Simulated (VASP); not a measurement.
Here is a VASP 6.6.1 calculation.

The input INCAR:

```
SYSTEM = KZnF3
PREC = Accurate
ENCUT = 520
EDIFF = 1E-6
ISMEAR = 0
SIGMA = 0.02
LREAL = .False.
LASPH = .True.
NELM = 80
ALGO = Normal
ISIF = 2
LWAVE = .False.
LCHARG = .False.
GGA = PE
NBANDS = 29
```

File KPOINTS:

```
Automatic mesh
0
Gamma
  6 6 6
  0 0 0
```

File POSCAR:

```
KZnF3
1.0
    4.1273411201      0.0000000000      0.0000000000
    0.0000000000      4.1273411201      0.0000000000
    0.0000000000      0.0000000000      4.1273411201
K Zn F
1 1 3
Direct
    0.0000000000      0.0000000000      0.0000000000
    0.5000000000      0.5000000000      0.5000000000
    0.0000000000      0.5000000000      0.5000000000
    0.5000000000      0.0000000000      0.5000000000
    0.5000000000      0.5000000000      0.0000000000
```

Potentials or basis: VASP PAW PBE potentials, release 64 (K_sv, Zn, F).

The run is started by

```console
$ cat potpaw_PBE.64/K_sv/POTCAR potpaw_PBE.64/Zn/POTCAR potpaw_PBE.64/F/POTCAR > POTCAR
$ mpirun -np 1 vasp_std > vasp.out
```

(1) Estimate the band gap on the k mesh.

(2) What does it give for the pressure?

## Answers

(1) 3.65 eV (least direct gap 5.19 eV).

(2) 0.3 GPa.
